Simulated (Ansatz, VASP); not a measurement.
**One calculation of V2O, two programs**

```xyz
6
Lattice="4.7628 0.0000 0.0000 0.0000 5.1086 0.0000 0.0000 0.0000 2.6089" Properties=species:S:1:pos:R:3 pbc="T T T"
V     1.0606    1.6677    0.0000
V     3.7022    3.4409    0.0000
V     3.4420    0.8866    1.3044
V     1.3208    4.2220    1.3044
O     0.0000    0.0000    0.0000
O     2.3814    2.5543    1.3044
```

Alike in both runs: functional PBE; k mesh 4 × 4 × 6; occupations gaussian, width 0.1 eV; no spin polarisation.

Ansatz relaxed the structure, and its values are those at the end. VASP's run is a single point on that final structure, the one shown.

|  | VASP | Ansatz |
| --- | --- | --- |
| version | VASP 6.6.1 | Ansatz 0.2.0 |
| potentials or method | VASP PAW PBE potentials, release 64 (V_sv, O), cutoff 520 eV | scalar-relativistic, plane waves, PAW |
| valence electrons in the cell | 64 | 64 |

|  | VASP | Ansatz | Ansatz less VASP |
| --- | --- | --- | --- |
| gap on the k mesh at the Fermi level (eV) | none | none | - |
| pressure (GPa) | 0.8 | 0.0 | -0.87 |
| rms of the force components (eV/Å) | 0.009 | 0.002 | -0.0067 |

A gap of «none» marks a metal or a gap that the smearing closes.

The k mesh is coarse, so the values compare programs but aren't converged.
